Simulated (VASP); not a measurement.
# LiH in VASP: single point with PBE

Aim: the single point of LiH with PBE.

All numbers are computed with VASP 6.6.1; they aren't measurements. Logs are shortened: lines on timing, memory, paths and dates and some standing lists are left out, and cuts for length are marked.

## Step 1: The cell of the first run

The typed cell holds 2 atoms: a = 2.841 Å, b = 2.841 Å, c = 2.841 Å, α = 60.00°, β = 60.00°, γ = 60.00°.

## Step 2: Single point, PBE

INCAR

```
  PREC = Accurate
  ENCUT = 520
  EDIFF = 1E-6
  ISMEAR = 0
  SIGMA = 0.1
  LREAL = False
  LASPH = True
  NELM = 100
  ALGO = Normal
  ISIF = 2
  LWAVE = False
  LCHARG = True
  GGA = PE
  LELF = True
  LVHAR = True
  NBANDS = 9
```

KPOINTS

```
Automatic mesh
0
Gamma
  3 3 3
```

POSCAR

```
LiH
1.0
    0.0000000000      2.0086193919      2.0086193919
    2.0086193919      0.0000000000      2.0086193919
    2.0086193919      2.0086193919      0.0000000000
Li H
1 1
Direct
    0.0150246037      0.0069403326     -0.0196605386
    0.5069032620      0.4628522684      0.5246495097
```

Potentials or basis: VASP PAW PBE potentials, release 64 (Li_sv, H).

Launch:

```console
> cat potpaw_PBE.64/Li_sv/POTCAR potpaw_PBE.64/H/POTCAR > POTCAR
> mpirun -np 1 vasp_std > vasp.out
```

OUTCAR:

```text
PREC = Accurate
   ENCUT = 520
   EDIFF = 1E-6
   ISMEAR = 0
   LREAL = False
   LASPH = True
   NELM = 100
   ISIF = 2
   GGA = PE

 ion  position               nearest neighbor table
   1  0.015  0.007  0.980-
   2  0.507  0.463  0.525-

  LATTYP: Found a face centered cubic cell.
 ALAT       =     4.0172387838

  Lattice vectors:

 A1 = (   0.0000000000,   2.0086193919,   2.0086193919)
 A2 = (   2.0086193919,   0.0000000000,   2.0086193919)
 A3 = (   2.0086193919,   2.0086193919,   0.0000000000)

Analysis of symmetry for initial positions (statically):
=====================================================================
 Subroutine PRICEL returns:
 Original cell was already a primitive cell.

 Routine SETGRP: Setting up the symmetry group for a
 face centered cubic supercell.

 Subroutine GETGRP returns: Found  1 space group operations
 (whereof  1 operations were pure point group operations)
 out of a pool of 48 trial point group operations.

The static configuration has the point symmetry C_1 .

Analysis of symmetry for dynamics (positions and initial velocities):
=====================================================================
 Subroutine PRICEL returns:
 Original cell was already a primitive cell.

 Routine SETGRP: Setting up the symmetry group for a
 face centered cubic supercell.

 Subroutine GETGRP returns: Found  1 space group operations
 (whereof  1 operations were pure point group operations)
 out of a pool of 48 trial point group operations.

The dynamic configuration has the point symmetry C_1 .

 Subroutine INISYM returns: Found  1 space group operations
 (whereof  1 operations are pure point group operations),
 and found     1 'primitive' translations

----------------------------------------------------------------------------------------

                                     Primitive cell

  volume of cell :      16.2078

  direct lattice vectors                    reciprocal lattice vectors
     0.000000000  2.008619392  2.008619392    -0.248927199  0.248927199  0.248927199
     2.008619392  0.000000000  2.008619392     0.248927199 -0.248927199  0.248927199
     2.008619392  2.008619392  0.000000000     0.248927199  0.248927199 -0.248927199

  length of vectors
     2.840616786  2.840616786  2.840616786     0.431154557  0.431154557  0.431154557

  position of ions in fractional coordinates (direct lattice)
     0.015024604  0.006940333  0.980339461
     0.506903262  0.462852268  0.524649510

  ion indices of the primitive-cell ions
   primitive index   ion index
                 1           1
                 2           2

----------------------------------------------------------------------------------------

 KPOINTS: Automatic mesh

Automatic generation of k-mesh.
 Grid dimensions read from file:
 generate k-points for:    3    3    3

 Generating k-lattice:

  Cartesian coordinates                     Fractional coordinates (reciprocal lattice)
    -0.082975733  0.082975733  0.082975733     0.333333333  0.000000000  0.000000000
     0.082975733 -0.082975733  0.082975733     0.000000000  0.333333333  0.000000000
     0.082975733  0.082975733 -0.082975733     0.000000000  0.000000000  0.333333333

  Length of vectors
     0.143718186  0.143718186  0.143718186

  Shift w.r.t. Gamma in fractional coordinates (k-lattice)
     0.000000000  0.000000000  0.000000000

 Subroutine IBZKPT returns following result:
 ===========================================

 Found     14 irreducible k-points:

 Following reciprocal coordinates:
            Coordinates               Weight
  0.000000  0.000000  0.000000      1.000000
  0.333333  0.000000  0.000000      2.000000
  0.000000  0.333333  0.000000      2.000000
  0.000000  0.000000  0.333333      2.000000
  0.333333  0.333333  0.333333      2.000000
  0.333333  0.333333  0.000000      2.000000
  0.000000  0.333333  0.333333      2.000000
  0.333333  0.000000  0.333333      2.000000
 -0.333333  0.333333  0.000000      2.000000
  0.000000 -0.333333  0.333333      2.000000
  0.333333  0.000000 -0.333333      2.000000
  0.333333  0.333333 -0.333333      2.000000
 -0.333333  0.333333 -0.333333      2.000000
  0.333333 -0.333333 -0.333333      2.000000
   k-points           NKPTS =     14   k-points in BZ     NKDIM =     14   number of bands    NBANDS=      9
   number of dos      NEDOS =    301   number of ions     NIONS =      2
   total plane-waves  NPLWV =  13824
   dimension x,y,z NGX =    24 NGY =   24 NGZ =   24
   dimension x,y,z NGXF=    48 NGYF=   48 NGZF=   48
   ions per type =               1   1
   NGX,Y,Z   is equivalent  to a cutoff of  14.05, 14.05, 14.05 a.u.
   NGXF,Y,Z  is equivalent  to a cutoff of  28.09, 28.09, 28.09 a.u.
 SYSTEM =  unknown system
   PREC   = accura    normal or accurate (medium, high low for compatibility)
   ISTART =      0    job   : 0-new  1-cont  2-samecut
   ICHARG =      2    charge: 1-file 2-atom 10-const
   ISPIN  =      1    spin polarized calculation?
   LNONCOLLINEAR =      F non collinear calculations
   LSORBIT =      F    spin-orbit coupling
   LASPH  =      T    aspherical Exc in radial PAW
   ENCUT  =  520.0 eV  38.22 Ry    6.18 a.u.   5.28  5.28  5.28*2*pi/ulx,y,z
   NELM   =    100;   NELMIN=  2; NELMDL= -5     # of ELM steps
   EDIFF  = 0.1E-05   stopping-criterion for ELM
   LREAL  =      F    real-space projection
   EDIFFG = 0.1E-04   stopping-criterion for IOM
   NSW    =      0    number of steps for IOM
   IBRION =     -1    ionic relax: 0-MD 1-quasi-New 2-CG
   NFREE  =      0    steps in history (QN), initial steepest desc. (CG)
   ISIF   =      2    stress and relaxation
   ISYM   =      2    0-nonsym 1-usesym 2-fastsym
   POTIM  = 0.5000    time-step for ionic-motion
   TEBEG  =    0.0;   TEEND  =   0.0 temperature during run
   PSTRESS=    0.0 pullay stress
   NELECT =       4.0000    total number of electrons
   NUPDOWN=      -1.0000    fix difference up-down
   EMIN   =  10.00;   EMAX   =-10.00  energy-range for DOS
   EFERMI =   0.00;   METHOD = LEGACY
   ISMEAR =     0;   SIGMA  =   0.10  broadening in eV -4-tet -1-fermi 0-gaus
   EFERMI_NEDOS =   21; number of points for ismear=-14 and -15
   IALGO  =     38    algorithm
   IMIX   =      4    mixing-type and parameters
     AMIX     =   0.40;   BMIX     =  1.00
     AMIX_MAG =   1.60;   BMIX_MAG =  1.00
  volume/ion in A,a.u.               =       8.10        54.69
  Fermi-wavevector in a.u.,A,eV,Ry     =   1.026882  1.940525 14.347160  1.054486
  Thomas-Fermi vector in A             =   2.160798
   LORBIT       =      0    0 simple, 1 ext, 2 COOP (PROOUT), +10 PAW based schemes
   GGA     = PE    functional components
   LHFCALC =     F    Hartree Fock is set to
   AEXX    =    0.0000 exact exchange contribution
   IVDW    =     0    specifies the selected vdW correction
   LEPSILON=     F    determine dielectric tensor
   LRPA    =     F    only Hartree local field effects (RPA)
 non-spin polarized calculation
 Gauss-broadening in eV      SIGMA  =   0.10
  energy-cutoff  :      520.00
  volume of cell :       16.21
 maximum number of plane-waves:       444
 NGX is ok and might be reduce to    24
   NGX = 11   NGY = 11   NGZ = 11

 number of electron       3.9999999 magnetization

 Free energy of the ion-electron system (eV)
  ---------------------------------------------------
  ext. energy  EPLUGINS =         0.00000000
  ---------------------------------------------------
  free energy    TOTEN  =        -6.15191779 eV

  energy without entropy =       -6.15191779  energy(sigma->0) =       -6.15191779

 E-fermi :  -0.5746     XC(G=0):  -8.4904

 val. band max:       -1.0233100614   @ k =   0.0000  -0.3333   0.3333
 cond. band min:       5.0277409530   @ k =   0.3333   0.3333  -0.3333
 fundamental gap:      6.0510510144
 Fermi energy:        -0.5745591379

 k-point     1 :       0.0000    0.0000    0.0000
  band No.  band energies     occupation
      1     -44.2214      2.00000
      2      -5.3509      2.00000
      3      15.7191      0.00000
      4      17.8668      0.00000
      5      17.9122      0.00000
      6      18.3083      0.00000
      7      22.5212      0.00000
      8      22.5329      0.00000
      9      22.5875      0.00000

 k-point     2 :       0.3333    0.0000    0.0000
  band No.  band energies     occupation
      1     -44.1874      2.00000
      2      -3.5731      2.00000
      3       7.3461      0.00000
      4      14.2598      0.00000
      5      16.4241      0.00000
      6      16.5087      0.00000
      7      20.6067      0.00000
      8      20.6178      0.00000
      9      24.9863      0.00000

 k-point     3 :       0.0000    0.3333    0.0000
  band No.  band energies     occupation
      1     -44.1875      2.00000
      2      -3.5603      2.00000
      3       7.2899      0.00000
      4      14.3522      0.00000
      5      16.4173      0.00000
      6      16.4792      0.00000
      7      20.5689      0.00000
      8      20.6068      0.00000
      9      25.0054      0.00000

 k-point     4 :       0.0000    0.0000    0.3333
  band No.  band energies     occupation
      1     -44.1875      2.00000
      2      -3.5602      2.00000
      3       7.2893      0.00000
      4      14.3532      0.00000
      5      16.4175      0.00000
      6      16.4786      0.00000
      7      20.5687      0.00000
      8      20.6065      0.00000
      9      25.0056      0.00000
[... 85 lines left out ...]
 k-point    12 :       0.3333    0.3333   -0.3333
  band No.  band energies     occupation
      1     -44.1656      2.00000
      2      -1.0404      2.00000
      3       5.0277      0.00000
      4       7.3791      0.00000
      5      12.8348      0.00000
      6      15.9990      0.00000
      7      24.0406      0.00000
      8      26.5489      0.00000
      9      28.9542      0.00000

 k-point    13 :      -0.3333    0.3333   -0.3333
  band No.  band energies     occupation
      1     -44.1656      2.00000
      2      -1.0379      2.00000
      3       5.0509      0.00000
      4       7.3362      0.00000
      5      12.8283      0.00000
      6      16.0401      0.00000
      7      24.0212      0.00000
      8      26.5233      0.00000
      9      28.9756      0.00000

 k-point    14 :       0.3333   -0.3333   -0.3333
  band No.  band energies     occupation
      1     -44.1656      2.00000
      2      -1.0471      2.00000
      3       5.0734      0.00000
      4       7.3276      0.00000
      5      12.8155      0.00000
      6      16.0925      0.00000
      7      23.9193      0.00000
      8      26.4519      0.00000
      9      29.0021      0.00000

------------------------ aborting loop because EDIFF is reached ----------------------------------------

  FORCE on cell =-STRESS in cart. coord.  units (eV):
  Direction    XX          YY          ZZ          XY          YZ          ZX
  --------------------------------------------------------------------------------------
  -------------------------------------------------------------------------------------
  Total       -0.1094369     -0.0628083     -0.0115453     -0.0000010      0.0118256      0.0000733
  in kB      -10.8181146     -6.2087612     -1.1412772     -0.0001020      1.1689904      0.0072465
  external PRESSURE =      -6.0560510 kB  Pullay stress =       0.0000000 kB

 VOLUME and BASIS-vectors are now :
 -----------------------------------------------------------------------------
  energy-cutoff  :      520.00
  volume of cell :       16.21
      direct lattice vectors                 reciprocal lattice vectors
     0.000000000  2.008619392  2.008619392    -0.248927199  0.248927199  0.248927199
     2.008619392  0.000000000  2.008619392     0.248927199 -0.248927199  0.248927199
     2.008619392  2.008619392  0.000000000     0.248927199  0.248927199 -0.248927199

 POSITION                                       TOTAL-FORCE (eV/Angst)
 -----------------------------------------------------------------------------------
      1.98307      1.99931      0.04412         0.000717      0.094775     -0.144232
      1.98352      2.07200      1.94787        -0.000717     -0.094775      0.144232
 -----------------------------------------------------------------------------------
    total drift:                                0.000325     -0.000189      0.000051

  FREE ENERGIE OF THE ION-ELECTRON SYSTEM (eV)
  ---------------------------------------------------
  free  energy   TOTEN  =        -6.1519177856 eV

  energy  without entropy=       -6.1519177856  energy(sigma->0) =       -6.15191779
```

Wall time 4.5 s (1 thread of Intel Xeon Platinum 8375C at 2.90GHz (Ice Lake), shared host); peak memory 0.12 GiB.

What came out:

| Quantity | Value |
| --- | --- |
| Free energy | -6.1519 eV |
| Largest force | 0.173 eV/Å |
| Band gap on the k mesh | 6.05 eV, indirect (least direct gap 6.07 eV) |

Forces on the atoms (eV/Å):
```
Li   0.001  0.095 -0.144
H   -0.001 -0.095  0.144
```

Levels at points of the mesh, in eV from the valence-band top:
| k point | band 1 | band 2 | band 3 | band 4 | band 5 |
| --- | --- | --- | --- | --- | --- |
| (0.00, 0.00, 0.00) | -43.20 | -4.33 | 16.74 | 18.89 | 18.94 |

Caveat: the k points lie up to 0.90 Å⁻¹ apart; the cutoff is under 1.25 times the usual one of these potentials, so pressure, stress and relaxed cells hold a basis-set (Pulay) error.
